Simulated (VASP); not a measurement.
Here is a VASP 6.6.1 calculation.

Contents of INCAR:

```
PREC = Accurate ; ENCUT = 520
EDIFF = 1E-7 ; ISMEAR = 0
SIGMA = 0.05 ; LREAL = F
LASPH = T ; NELM = 100
ALGO = Normal ; ISIF = 2
LWAVE = F ; LCHARG = F
GGA = PE ; NBANDS = 24
```

KPOINTS

```
Automatic mesh
0
Gamma
  3 2 3
```

The input POSCAR:

```
Mg12H
1.0
    6.4200000000      0.0000000000      0.0000000000
   -4.8150000000      8.3398250000      0.0000000000
    0.0000000000      0.0000000000      5.2130400000
Mg H
12 1
Direct
   -0.0034159745     -0.0023369795      0.0013119025
    0.1664403158      0.2292849071      0.4965306232
    0.0045728374      0.3358383419     -0.0014766816
    0.1692298235      0.5557369609      0.5002159968
    0.0046473995      0.6692569688     -0.0009798505
    0.1645098558      0.8818800155      0.4978876049
    0.5003460113     -0.0045538126      0.0023423952
    0.6732029364      0.2263551094      0.4969509154
    0.5029619011      0.3409396480      0.0011764728
    0.6654558518      0.5567803881      0.5019760063
    0.4958359235      0.6650402137      0.0003995749
    0.6635334038      0.8863672799      0.5015591670
    0.3285744512      0.1089813036      0.5419797278
```

Potentials or basis: VASP PAW PBE potentials, release 64 (Mg, H).

The run is started by

```bash
$ cat potpaw_PBE.64/Mg/POTCAR potpaw_PBE.64/H/POTCAR > POTCAR
$ mpirun -np 1 vasp_std > vasp.out
```

(1) Predict the band gap on the k mesh.

(2) Predict the pressure.

(3) What does it give for the largest force?

Answers

(1) zero (an odd number of electrons rules out a gap without spin polarisation).

(2) 0.1 GPa.

(3) 0.120 eV/Å.

Caveat: the k points lie up to 0.40 Å⁻¹ apart, too coarse for converged energies and pressures of a metal.
